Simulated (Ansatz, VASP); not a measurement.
**Sr in VASP and in Ansatz**

INCAR

```
PREC = Accurate ; ENCUT = 520
EDIFF = 1E-7 ; ISMEAR = 0
SIGMA = 0.1 ; LREAL = False
LASPH = True ; NELM = 100
ALGO = Normal ; ISIF = 2
LWAVE = False ; LCHARG = False
GGA = PS ; NBANDS = 17
```

The input KPOINTS:

```
Automatic mesh
0
Gamma
  6 6 6
```

POSCAR

```
Sr
1.0
   -3.7740510148      3.7740510148      2.0588144955
    3.7740510148     -3.7740510148      2.0588144955
    3.7740510148      3.7740510148     -2.0588144955
Sr
2
Direct
    0.0000000000      0.0000000000      0.0000000000
    0.7500000000      0.2500000000      0.5000000000
```

Input for Ansatz:

```yaml
crystal:
  lattice:
    - [-3.7740510148, 3.7740510148, 2.0588144955]
    - [3.7740510148, -3.7740510148, 2.0588144955]
    - [3.7740510148, 3.7740510148, -2.0588144955]
  atoms:
    - { symbol: Sr, position: [0.0, 0.0, 0.0] }
    - { symbol: Sr, position: [0.75, 0.25, 0.5] }
basis:
  ecutwfc: 420
kpoints:
  mp_grid: { grid: [6, 6, 6] }
hamiltonian:
  xc: pbesol
scf:
  occupations: { method: gaussian, width: 0.1 }
  lower_state_search: "off"
output:
  forces: true
  stress: true
  eigenvalues: true
```

Alike in both runs: task single point; functional PBEsol; k mesh 6 × 6 × 6; occupations gaussian, width 0.1 eV; no spin polarisation.

|  | VASP | Ansatz |
| --- | --- | --- |
| version | VASP 6.6.1 | Ansatz 0.2.0 |
| potentials or method | VASP PAW PBE potentials, release 64 (Sr_sv), cutoff 520 eV | scalar-relativistic, plane waves, PAW |
| valence electrons in the cell | 20 | 20 |

|  | VASP | Ansatz | Ansatz less VASP |
| --- | --- | --- | --- |
| gap on the k mesh at the Fermi level (eV) | none | none | - |
| pressure (GPa) | -0.9 | -0.9 | 0.00 |
| traceless stress, the component that is largest in VASP (GPa) | -0.26 | -0.26 | +0.001 |

VASP's potentials were made for PBE, not for PBEsol. A gap of «none» marks a metal or a gap that the smearing closes.
